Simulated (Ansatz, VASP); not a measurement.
# Hg: VASP beside Ansatz

Contents of INCAR:

```
PREC = Accurate ; ENCUT = 500
EDIFF = 1E-6 ; ISMEAR = -1
SIGMA = 0.08 ; LREAL = F
LASPH = T ; NELM = 120
ALGO = Normal ; ISIF = 2
LWAVE = F ; LCHARG = F
GGA = PE ; NBANDS = 12
GGA_COMPAT = F
```

Contents of KPOINTS:

```
regular mesh
0
Gamma
  12 12 12
```

Contents of POSCAR:

```
Hg
1.0
    2.4609561402      0.0000000000      0.0000000000
    0.0000000000      2.4609561402      0.0000000000
    0.0000000000      0.0000000000      2.4609561402
Hg
1
Direct
    0.0000000000      0.0000000000      0.0000000000
```

Input for Ansatz:

```yaml
crystal:
  lattice:
    - [2.4609561402, 0.0, 0.0]
    - [0.0, 2.4609561402, 0.0]
    - [0.0, 0.0, 2.4609561402]
  atoms:
    - { symbol: Hg, position: [0.0, 0.0, 0.0] }
kpoints:
  mp_grid: { grid: [12, 12, 12] }
scf:
  occupations: { method: fermi_dirac, width: 0.08 }
hamiltonian:
  xc: pbe
  pseudopotentials: { kind: all_electron, lapw: { basis_error: 0.001 } }
output:
  forces: true
  stress: true
  eigenvalues: true
  populations: true
```

Change from the starting cell: volume scaled by 0.5, LAPW.

Alike in both runs: task single point; functional PBE; k mesh 12 × 12 × 12; occupations fermi-dirac, width 0.08 eV; no spin polarisation.

```csv
,VASP,Ansatz
version,VASP 6.6.1,Ansatz 0.2.0
potentials or method,"VASP PAW PBE potentials, release 64 (Hg), cutoff 500 eV","all-electron LAPW, scalar-relativistic"
```

VASP gave:

| Item | Value |
| --- | --- |
| pressure (GPa) | 141.3 |

Question: Estimate Ansatz's values.

Answer: Pressure (GPa): 134.6.

Both programs put the cell under a high pressure, so it lies far from rest at this level. Ansatz ran all-electron here, and VASP with PAW potentials.

Spin-orbit coupling is off throughout. Noted on VASP's run: the cell as given lies far from equilibrium.
